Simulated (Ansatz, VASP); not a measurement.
# Ti3Al in VASP and in Ansatz

```xyz
4
Lattice="0.0000 3.1881 3.1881 3.1881 0.0000 3.1881 3.1881 3.1881 0.0000" Properties=species:S:1:pos:R:3 pbc="T T T"
Ti    0.0000    0.0000    0.0000
Ti    1.5941    1.5941    1.5941
Ti    4.7822    4.7822    4.7822
Al    3.1881    3.1881    3.1881
```

Alike in both runs: task single point; functional PBE; k mesh 7 × 7 × 7; occupations fermi-dirac, width 0.05 eV; no spin polarisation.

|  | VASP | Ansatz |
| --- | --- | --- |
| version | VASP 6.6.1 | Ansatz 0.2.0 |
| potentials or method | VASP PAW PBE potentials, release 64 (Ti_sv, Al) | Ansatz PAW |
| plane-wave cutoff (eV) | 500 | 420 |
| valence electrons in the cell | 39 | 39 |

Ansatz gave:

| Quantity | Value |
| --- | --- |
| gap on the k mesh at the Fermi level (eV) | none |
| pressure (GPa) | 3.8 |

Question: What did VASP give for the same quantities?

Answer: gap on the k mesh at the Fermi level (eV): none; pressure (GPa): 3.6.

A gap of «none» marks a metal or a gap that the smearing closes. The functional is the same, so the differences come from potentials, cutoffs and numerics.
